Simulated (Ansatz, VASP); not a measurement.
Si2GeN in VASP and in Ansatz

Contents of INCAR:

```
SYSTEM = Si2GeN
PREC = Accurate
ENCUT = 600
EDIFF = 1E-6
ISMEAR = 0
SIGMA = 0.1
LREAL = .False.
LASPH = .True.
NELM = 60
ALGO = Normal
ISIF = 3
LWAVE = .False.
LCHARG = .False.
GGA = PE
IBRION = 2
NSW = 90
EDIFFG = -0.04
```

KPOINTS

```
Automatic mesh
0
Gamma
  6 6 4
  0 0 0
```

File POSCAR:

```
Si2GeN
1.0
    3.6494156200      0.0000000000      0.0000000000
    0.0000000000      3.6494156200      0.0000000000
    0.0000000000      0.0000000000      5.1884759900
Si Ge N
2 1 1
Direct
    0.5000000000      0.0000000000      0.7574989800
    0.0000000000      0.5000000000      0.2425010200
    0.0000000000      0.0000000000      0.5000000000
    0.5000000000      0.5000000000      0.0000000000
```

Input for Ansatz:

```yaml
crystal:
  lattice:
    - [3.64941562, 0.0, 0.0]
    - [0.0, 3.64941562, 0.0]
    - [0.0, 0.0, 5.18847599]
  atoms:
    - { symbol: Si, position: [0.5, 0.0, 0.75749898] }
    - { symbol: Si, position: [0.0, 0.5, 0.24250102] }
    - { symbol: Ge, position: [0.0, 0.0, 0.5] }
    - { symbol: "N", position: [0.5, 0.5, 0.0] }
basis:
  ecutwfc: 420
kpoints:
  mp_grid: { grid: [6, 6, 4] }
hamiltonian:
  xc: pbe
scf:
  occupations: { method: gaussian, width: 0.1 }
  lower_state_search: "off"
output:
  forces: true
  stress: true
  eigenvalues: true
relax:
  adjacent_minimum: "off"
  f_tol: 0.04
  max_steps: 70
  cell: { stress_tol: 0.4 }
```

Change from the starting cell: species swapped into the ZnGeAs2 type (P-4m2, No. 115).

Alike in both runs: task relaxation of cell and atoms; functional PBE; k mesh 6 × 6 × 4; occupations gaussian, width 0.1 eV; no spin polarisation.

|  | VASP | Ansatz |
| --- | --- | --- |
| version | VASP 6.6.1 | Ansatz 0.2.0 |
| potentials or method | VASP PAW PBE potentials, release 64 (Si, Ge_d, N), cutoff 600 eV | scalar-relativistic, plane waves, PAW |
| valence electrons in the cell | 27 | 27 |

Ansatz gave:

```
gap on the k mesh at the Fermi level, each at its own relaxed structure (eV) : none
relaxed volume (Å³/atom)                                                     : 15.41
relaxed length of the cell vector where the two differ most in proportion (Å)              : 4.677
```

**Question.** Estimate VASP's values.

**Answer.** gap on the k mesh at the Fermi level, each at its own relaxed structure (eV): none; relaxed volume (Å³/atom): 15.38; relaxed length of the cell vector where the two differ most in proportion (Å): 4.652.

A gap of «none» marks a metal or a gap that the smearing closes.
